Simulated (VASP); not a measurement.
Write the native input for VASP 6.6.1 that does the following.

- Task: single point
- Functional: PBE
- Potentials or basis: VASP PAW PBE potentials, release 64 (Al, N)
- Cutoff: 520 eV
- k mesh: 9 × 9 × 1
- Occupations: gaussian, width 0.1 eV
- Spin: collinear spin, ferromagnetic start
- Starting moments: [0.0, 0.0, 0.0, 3.0] μB
- Dipole correction: yes
- Further INCAR settings: ALGO = Normal; EDIFF = 1e-07; NBANDS = 19

The structure of Al3N lies in POSCAR:

```
Al3N
1.0
    2.8567582918      0.0000000000      0.0000000000
    0.0000000000      2.8567582918      0.0000000000
    0.0000000000      0.0000000000     21.1746954317
Al N
3 1
Direct
    0.5000000000      0.5000000000      0.1889047242
    0.0000000000      0.0000000000      0.2873641967
    0.5000000000      0.5000000000      0.3860596464
    0.5000000000      0.5000000000      0.4644551070
```

One way to write it, as run:

INCAR

```
SYSTEM = Al3N
  ALGO = Normal
  DIPOL = 0.5 0.5 0.332
  EDIFF = 1E-7
  ENCUT = 520
  GGA = PE
  IDIPOL = 3
  ISIF = 2
  ISMEAR = 0
  ISPIN = 2
  LASPH = .TRUE.
  LCHARG = .FALSE.
  LDIPOL = .TRUE.
  LORBIT = 11
  LREAL = .FALSE.
  LWAVE = .FALSE.
  MAGMOM = 0 0 0 3
  NBANDS = 19
  NELM = 150
  PREC = Accurate
  SIGMA = 0.1
```

KPOINTS

```
k-points
0
G
  9 9 1
  0 0 0
```

Potentials or basis: VASP PAW PBE potentials, release 64 (Al, N).

Launch:

```bash
$ cat potpaw_PBE.64/Al/POTCAR potpaw_PBE.64/N/POTCAR > POTCAR
$ mpirun -np 1 vasp_std > vasp.out
```

Results of the run:

The largest force is 4.413 eV/Å. The band gap on the k mesh is zero (filled and empty bands overlap), the net moment is 0.00 μB per cell and the valence electrons inside the program's atomic spheres are Al 0.76, 0.88; N 3.45.

Wall time 2.6 min on 1 thread of AMD EPYC 9R45 96-Core Processor (Zen 5), with other jobs on the host, peak memory 0.35 GiB.
